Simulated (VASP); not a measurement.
Write the native input for VASP 6.6.1 that does the following.

```yaml
Task: relaxation of cell and atoms
Functional: PBE
Potentials_or_basis: VASP PAW PBE potentials, release 64 (B, As)
Cutoff: 600 eV
k_mesh: 6 × 6 × 4
Occupations: gaussian, width 0.1 eV
Spin: no spin polarisation
Dipole_correction: no
Further_INCAR_settings: ALGO = Normal; EDIFF = 1e-06; IBRION = 2; EDIFFG = -0.04; NSW = 90; ISIF = 3
```

The structure of B3As2 lies in POSCAR:

```
B3As2
1.0
    1.9654700400     -3.5124110200      0.0000000000
    1.9654700400      3.5124110200      0.0000000000
    0.0000000000      0.0000000000      5.9746691300
B As
3 2
Direct
    0.6796362100      0.6796362100      0.5000000000
    0.3203637900      0.3203637900      0.5000000000
    0.5000000000      0.5000000000      0.0000000000
    0.8435039400      0.1564960600      0.5000000000
    0.1564960600      0.8435039400      0.5000000000
```

The cell was built from a structure type or drawn by symmetry, and may not be a known phase.

The input as run:

INCAR

```
SYSTEM = B3As2
PREC = Accurate
ENCUT = 600
EDIFF = 1E-6
ISMEAR = 0
SIGMA = 0.1
LREAL = .False.
LASPH = .True.
NELM = 100
ALGO = Normal
ISIF = 3
LWAVE = .False.
LCHARG = .False.
GGA = PE
IBRION = 2
NSW = 90
EDIFFG = -0.04
```

KPOINTS

```
Automatic mesh
0
Gamma
  6 6 4
  0 0 0
```

Potentials or basis: VASP PAW PBE potentials, release 64 (B, As).

Launch:

```sh
$ cat potpaw_PBE.64/B/POTCAR potpaw_PBE.64/As/POTCAR > POTCAR
$ mpirun -np 1 vasp_std > vasp.out
```

It gave:

- Relaxed volume: 15.34 Å³/atom
- Relaxed cell: a = 5.688 Å, b = 5.688 Å, c = 2.844 Å, α = 90.00°, β = 90.00°, γ = 123.51°
- Space group after relaxing (to 0.1 Å): Cmmm (No. 65)
- Pressure after relaxing: -0.1 GPa
- Largest force after relaxing: 0.031 eV/Å
- Band gap on the k mesh: zero (an odd number of electrons rules out a gap without spin polarisation)

Caveat: a cell axis changed by over 15 % at a fixed basis, so the end point is rough.

Run time: 27 min on 1 thread of Intel(R) Xeon(R) Platinum 8124M CPU @ 3.00GHz (Skylake/Cascade Lake) (shared host), peak memory 0.27 GiB.
